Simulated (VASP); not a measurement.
# Pt (Fm-3m) in VASP: a series of runs

Pt is run at these levels: LDA; tasks: single point.

Everything below comes from runs of VASP 6.6.1. Logs are shortened: lines on timing, memory, paths and dates and some standing lists are left out, and cuts for length are marked.

## 1. The cell of the first run

Symmetry: Fm-3m, No. 225, cubic system. The conventional cell has a = 3.731 Å, b = 3.731 Å, c = 3.731 Å, α = 90.00°, β = 90.00°, γ = 90.00°. Pt (site symmetry m-3m) has 12 Pt at 2.64 Å within 3.5 Å.

## 2. Single point, LDA (12.99 Å³/atom)

Contents of INCAR:

```
ALGO     = Fast           # electronic algorithm
EDIFF    = 1E-6           # SCF threshold, eV
ENCUT    = 520            # plane-wave cutoff, eV
ISIF     = 2              # what is computed and relaxed
ISMEAR   = 0              # smearing method
LASPH    = True           # aspherical terms in the spheres
LCHARG   = True           # write CHGCAR
LELF     = True           # ELF
LREAL    = False          # projectors in reciprocal space
LVHAR    = True         
LWAVE    = False          # write WAVECAR
NBANDS   = 11             # bands
NELM     = 100            # most SCF steps
PREC     = Accurate       # precision mode
SIGMA    = 0.15           # smearing width, eV
```

Contents of KPOINTS:

```
k-points
0
Gamma
  22 22 22
```

Contents of POSCAR:

```
Pt
1.0
    0.0000000000      1.8656332857      1.8656332857
    1.8656332857      0.0000000000      1.8656332857
    1.8656332857      1.8656332857      0.0000000000
Pt
1
Direct
    0.0000000000      0.0000000000      0.0000000000
```

Potentials or basis: VASP PAW LDA potentials, release 64 (Pt).

Run with:

```
$ cat potpaw_LDA.64/Pt/POTCAR > POTCAR
$ mpirun -np 1 vasp_std > vasp.out
```

OUTCAR:

```text
EDIFF = 1E-6
   ENCUT = 520
   ISIF = 2
   ISMEAR = 0
   LASPH = True
   LREAL = False
   NELM = 100
   PREC = Accurate

 ion  position               nearest neighbor table
   1  0.000  0.000  0.000-

  LATTYP: Found a face centered cubic cell.
 ALAT       =     3.7312665714

  Lattice vectors:

 A1 = (   0.0000000000,   1.8656332857,   1.8656332857)
 A2 = (   1.8656332857,   0.0000000000,   1.8656332857)
 A3 = (   1.8656332857,   1.8656332857,   0.0000000000)

Analysis of symmetry for initial positions (statically):
=====================================================================
 Subroutine PRICEL returns:
 Original cell was already a primitive cell.

 Routine SETGRP: Setting up the symmetry group for a
 face centered cubic supercell.

 Subroutine GETGRP returns: Found 48 space group operations
 (whereof 48 operations were pure point group operations)
 out of a pool of 48 trial point group operations.

The static configuration has the point symmetry O_h .

Analysis of symmetry for dynamics (positions and initial velocities):
=====================================================================
 Subroutine PRICEL returns:
 Original cell was already a primitive cell.

 Routine SETGRP: Setting up the symmetry group for a
 face centered cubic supercell.

 Subroutine GETGRP returns: Found 48 space group operations
 (whereof 48 operations were pure point group operations)
 out of a pool of 48 trial point group operations.

The dynamic configuration has the point symmetry O_h .

 Subroutine INISYM returns: Found 48 space group operations
 (whereof 48 operations are pure point group operations),
 and found     1 'primitive' translations

----------------------------------------------------------------------------------------

                                     Primitive cell

  volume of cell :      12.9870

  direct lattice vectors                    reciprocal lattice vectors
     0.000000000  1.865633286  1.865633286    -0.268005510  0.268005510  0.268005510
     1.865633286  0.000000000  1.865633286     0.268005510 -0.268005510  0.268005510
     1.865633286  1.865633286  0.000000000     0.268005510  0.268005510 -0.268005510

  length of vectors
     2.638403895  2.638403895  2.638403895     0.464199160  0.464199160  0.464199160

  position of ions in fractional coordinates (direct lattice)
     0.000000000  0.000000000  0.000000000

  ion indices of the primitive-cell ions
   primitive index   ion index
                 1           1

----------------------------------------------------------------------------------------

 KPOINTS: k-points

Automatic generation of k-mesh.
 Grid dimensions read from file:
 generate k-points for:   22   22   22

 Generating k-lattice:

  Cartesian coordinates                     Fractional coordinates (reciprocal lattice)
    -0.012182069  0.012182069  0.012182069     0.045454545  0.000000000  0.000000000
     0.012182069 -0.012182069  0.012182069     0.000000000  0.045454545  0.000000000
     0.012182069  0.012182069 -0.012182069     0.000000000  0.000000000  0.045454545

  Length of vectors
     0.021099962  0.021099962  0.021099962

  Shift w.r.t. Gamma in fractional coordinates (k-lattice)
     0.000000000  0.000000000  0.000000000

 Subroutine IBZKPT returns following result:
 ===========================================

 Found    328 irreducible k-points:

 Following reciprocal coordinates:
            Coordinates               Weight
  0.000000  0.000000  0.000000      1.000000
  0.045455  0.000000  0.000000      8.000000
  0.090909  0.000000  0.000000      8.000000
  0.136364  0.000000  0.000000      8.000000
  0.181818  0.000000  0.000000      8.000000
  0.227273  0.000000  0.000000      8.000000
[... 16 lines left out ...]
  0.500000  0.045455  0.000000     24.000000
 -0.454545  0.045455  0.000000     24.000000
 [... further k-points ...]
   k-points           NKPTS =    328   k-points in BZ     NKDIM =    328   number of bands    NBANDS=     11
   number of dos      NEDOS =    301   number of ions     NIONS =      1
   total plane-waves  NPLWV =   8000
   dimension x,y,z NGX =    20 NGY =   20 NGZ =   20
   dimension x,y,z NGXF=    40 NGYF=   40 NGZF=   40
   ions per type =               1
   NGX,Y,Z   is equivalent  to a cutoff of  12.60, 12.60, 12.60 a.u.
   NGXF,Y,Z  is equivalent  to a cutoff of  25.20, 25.20, 25.20 a.u.
 SYSTEM =  unknown system
   PREC   = accura    normal or accurate (medium, high low for compatibility)
   ISTART =      0    job   : 0-new  1-cont  2-samecut
   ICHARG =      2    charge: 1-file 2-atom 10-const
   ISPIN  =      1    spin polarized calculation?
   LNONCOLLINEAR =      F non collinear calculations
   LSORBIT =      F    spin-orbit coupling
   LASPH  =      T    aspherical Exc in radial PAW
   ENCUT  =  520.0 eV  38.22 Ry    6.18 a.u.   4.91  4.91  4.91*2*pi/ulx,y,z
   NELM   =    100;   NELMIN=  2; NELMDL= -5     # of ELM steps
   EDIFF  = 0.1E-05   stopping-criterion for ELM
   LREAL  =      F    real-space projection
   EDIFFG = 0.1E-04   stopping-criterion for IOM
   NSW    =      0    number of steps for IOM
   IBRION =     -1    ionic relax: 0-MD 1-quasi-New 2-CG
   NFREE  =      0    steps in history (QN), initial steepest desc. (CG)
   ISIF   =      2    stress and relaxation
   ISYM   =      2    0-nonsym 1-usesym 2-fastsym
   POTIM  = 0.5000    time-step for ionic-motion
   TEBEG  =    0.0;   TEEND  =   0.0 temperature during run
   PSTRESS=    0.0 pullay stress
   NELECT =      10.0000    total number of electrons
   NUPDOWN=      -1.0000    fix difference up-down
   EMIN   =  10.00;   EMAX   =-10.00  energy-range for DOS
   EFERMI =   0.00;   METHOD = LEGACY
   ISMEAR =     0;   SIGMA  =   0.15  broadening in eV -4-tet -1-fermi 0-gaus
   EFERMI_NEDOS =   21; number of points for ismear=-14 and -15
   IALGO  =     68    algorithm
   IMIX   =      4    mixing-type and parameters
     AMIX     =   0.40;   BMIX     =  1.00
     AMIX_MAG =   1.60;   BMIX_MAG =  1.00
  volume/ion in A,a.u.               =      12.99        87.64
  Fermi-wavevector in a.u.,A,eV,Ry     =   1.500509  2.835551 30.633881  2.251527
  Thomas-Fermi vector in A             =   2.612000
   LORBIT       =      0    0 simple, 1 ext, 2 COOP (PROOUT), +10 PAW based schemes
   GGA     = CA    functional components
   LHFCALC =     F    Hartree Fock is set to
   AEXX    =    0.0000 exact exchange contribution
   IVDW    =     0    specifies the selected vdW correction
   LEPSILON=     F    determine dielectric tensor
   LRPA    =     F    only Hartree local field effects (RPA)
 non-spin polarized calculation
 RMM-DIIS sequential band-by-band and
 Gauss-broadening in eV      SIGMA  =   0.15
  energy-cutoff  :      520.00
  volume of cell :       12.99
 maximum number of plane-waves:       362
   NGX =  9   NGY =  9   NGZ =  9

 number of electron      10.0000000 magnetization

 Free energy of the ion-electron system (eV)
  ---------------------------------------------------
  ext. energy  EPLUGINS =         0.00000000
  ---------------------------------------------------
  free energy    TOTEN  =        -7.23583631 eV

  energy without entropy =       -7.22019972  energy(sigma->0) =       -7.22801802

 E-fermi :  14.3165     XC(G=0): -14.5671

 val. band max:       14.2949458201   @ k =   0.4545   0.0000   0.0000
 cond. band min:      14.3186393078   @ k =  -0.4545   0.1364   0.0455
 fundamental gap:      0.0236934877
 Fermi energy:        14.3165116419

 k-point     1 :       0.0000    0.0000    0.0000
  band No.  band energies     occupation
      1       2.2736      2.00000
      2       9.4548      2.00000
      3       9.4548      2.00000
      4       9.4548      2.00000
      5      12.2493      2.00000
      6      12.2493      2.00000
      7      28.3339      0.00000
      8      34.1354      0.00000
      9      34.1354      0.00000
     10      34.1354      0.00000
     11      40.1640      0.00000

 k-point     2 :       0.0455    0.0000    0.0000
  band No.  band energies     occupation
      1       2.3712      2.00000
      2       9.4043      2.00000
      3       9.4968      2.00000
      4       9.4968      2.00000
      5      12.2217      2.00000
      6      12.2217      2.00000
      7      28.5032      0.00000
      8      33.6642      0.00000
      9      34.2994      0.00000
     10      34.2994      0.00000
     11      40.7432      0.00000

 k-point     3 :       0.0909    0.0000    0.0000
  band No.  band energies     occupation
      1       2.6572      2.00000
      2       9.2683      2.00000
      3       9.6126      2.00000
      4       9.6126      2.00000
      5      12.1536      2.00000
      6      12.1536      2.00000
      7      28.9845      0.00000
      8      32.6017      0.00000
      9      34.7829      0.00000
     10      34.7829      0.00000
     11      42.0180      0.00000

 k-point     4 :       0.1364    0.0000    0.0000
  band No.  band energies     occupation
      1       3.1085      2.00000
      2       9.0916      2.00000
      3       9.7681      2.00000
      4       9.7681      2.00000
      5      12.0900      2.00000
      6      12.0900      2.00000
      7      29.6799      0.00000
      8      31.3805      0.00000
      9      35.5610      0.00000
     10      35.5610      0.00000
     11      42.4089      0.00000
[... 239 lines left out ...]
 k-point    22 :       0.4545    0.0455    0.0000
  band No.  band energies     occupation
      1       5.3181      2.00000
      2       9.3294      2.00000
      3       9.4945      2.00000
      4      12.1080      2.00000
      5      14.3369      0.84761
      6      14.5638      0.01974
      7      22.2467      0.00000
      8      28.3520      0.00000
      9      34.2590      0.00000
     10      34.6899      0.00000
     11      44.2673      0.00000

 k-point    23 :       0.5000    0.0455    0.0000
  band No.  band energies     occupation
      1       5.3042      2.00000
      2       9.2894      2.00000
      3       9.4381      2.00000
      4      12.6211      2.00000
      5      14.4084      0.38630
      6      14.9705      0.00000
      7      21.4450      0.00000
      8      28.1437      0.00000
      9      34.0693      0.00000
     10      34.0775      0.00000
     11      45.2081      0.00000

 k-point    24 :      -0.4545    0.0455    0.0000
  band No.  band energies     occupation
      1       5.3081      2.00000
      2       9.3093      2.00000
      3       9.4373      2.00000
      4      12.5419      2.00000
      5      14.2654      1.37020
      6      14.9770      0.00000
      7      21.6221      0.00000
      8      28.1857      0.00000
      9      33.9385      0.00000
     10      34.3757      0.00000
     11      44.8121      0.00000

 [... further k-points ...]

------------------------ aborting loop because EDIFF is reached ----------------------------------------

  FORCE on cell =-STRESS in cart. coord.  units (eV):
  Direction    XX          YY          ZZ          XY          YZ          ZX
  --------------------------------------------------------------------------------------
  -------------------------------------------------------------------------------------
  Total        4.5677159      4.5677159      4.5677159      0.0000000      0.0000000     -0.0000000
  in kB      563.5089643    563.5089643    563.5089643      0.0000000      0.0000000     -0.0000000
  external PRESSURE =     563.5089643 kB  Pullay stress =       0.0000000 kB

 VOLUME and BASIS-vectors are now :
 -----------------------------------------------------------------------------
  energy-cutoff  :      520.00
  volume of cell :       12.99
      direct lattice vectors                 reciprocal lattice vectors
     0.000000000  1.865633286  1.865633286    -0.268005510  0.268005510  0.268005510
     1.865633286  0.000000000  1.865633286     0.268005510 -0.268005510  0.268005510
     1.865633286  1.865633286  0.000000000     0.268005510  0.268005510 -0.268005510

 POSITION                                       TOTAL-FORCE (eV/Angst)
 -----------------------------------------------------------------------------------
      0.00000      0.00000      0.00000         0.000000      0.000000      0.000000
 -----------------------------------------------------------------------------------
    total drift:                                0.000000      0.000000      0.000000

  FREE ENERGIE OF THE ION-ELECTRON SYSTEM (eV)
  ---------------------------------------------------
  free  energy   TOTEN  =        -7.2358363071 eV

  energy  without entropy=       -7.2201997230  energy(sigma->0) =       -7.22801802
```

Run time: 60 s. Hardware: 1 thread of Intel Xeon 8259CL, shared host; peak memory 0.16 GiB.

Results:

| Property | Result |
| --- | --- |
| Free energy | -7.2358 eV |
| Pressure | 56.4 GPa |
| Band gap on the k mesh | zero (bands 5 and 6 overlap by 2.91 eV) |

Levels at points of the mesh, in eV from the Fermi level:
```
           k point  band 2  band 3  band 4  band 5  band 6  band 7  band 8  band 9
(0.00, 0.00, 0.00)   -4.86   -4.86   -4.86   -2.07   -2.07   14.02   19.82   19.82
(0.50, 0.00, 0.00)   -4.95   -4.95   -1.10    0.09    0.09    7.11   13.65   19.83
(0.50, 0.50, 0.00)   -8.42    0.07    0.67    0.67    1.50   10.67   11.79   11.79
```

Caveat: the cell stands under pressure; spin-orbit coupling is left out, which moves the levels of the heavy elements.

## 3. Single point, LDA (13.43 Å³/atom)

This run uses another cell than the first one, of 13.43 Å³/atom.

Contents of INCAR:

```
SYSTEM = Pt
PREC     = Accurate       ! precision mode
ENCUT    = 520            ! plane-wave cutoff, eV
EDIFF    = 1E-6           ! SCF threshold, eV
ISMEAR   = 0              ! smearing method
SIGMA    = 0.15           ! smearing width, eV
LREAL    = .FALSE.        ! projectors in reciprocal space
LASPH    = .TRUE.         ! aspherical terms in the spheres
NELM     = 60             ! most SCF steps
ALGO     = Normal         ! electronic algorithm
ISIF     = 2              ! what is computed and relaxed
LWAVE    = .FALSE.        ! write WAVECAR
LCHARG   = .TRUE.         ! write CHGCAR
LELF     = .TRUE.         ! ELF
LVHAR    = .TRUE.       
NBANDS   = 11             ! bands
```

Contents of KPOINTS:

```
Automatic mesh
0
G
  22 22 22
  0 0 0
```

Contents of POSCAR:

```
Pt
1.0
    0.0000000000      1.8865626239      1.8865626239
    1.8865626239      0.0000000000      1.8865626239
    1.8865626239      1.8865626239      0.0000000000
Pt
1
Direct
    0.0000000000      0.0000000000      0.0000000000
```

Potentials or basis: VASP PAW LDA potentials, release 64 (Pt).

Run with:

```
$ cat potpaw_LDA.64/Pt/POTCAR > POTCAR
$ mpirun -np 1 vasp_std > vasp.out
```

It took 44 s on 1 thread of Intel Xeon 8259CL, shared host; peak memory 0.16 GiB.

Results (log left out):

| Item | Value |
| --- | --- |
| Free energy | -7.3667 eV |
| Pressure | 38.5 GPa |
| Band gap on the k mesh | zero (bands 5 and 6 overlap by 2.74 eV) |

Levels at points of the mesh, in eV from the Fermi level:
| k point | band 1 | band 2 | band 3 | band 4 | band 5 | band 6 | band 7 | band 8 | band 9 | band 10 |
| --- | --- | --- | --- | --- | --- | --- | --- | --- | --- | --- |
| (0.00, 0.00, 0.00) | -11.62 | -4.61 | -4.61 | -4.61 | -1.96 | -1.96 | 14.18 | 19.78 | 19.78 | 19.78 |
| (0.50, 0.00, 0.00) | -8.68 | -4.69 | -4.69 | -0.96 | 0.08 | 0.08 | 6.80 | 13.80 | 19.64 | 19.64 |
| (0.50, 0.50, 0.00) | -8.50 | -7.99 | 0.06 | 0.63 | 0.63 | 1.56 | 10.24 | 11.69 | 11.69 | 21.67 |

Caveat: the cell stands under pressure; spin-orbit coupling is left out, which moves the levels of the heavy elements.

(Continued in part 2 of 2.)
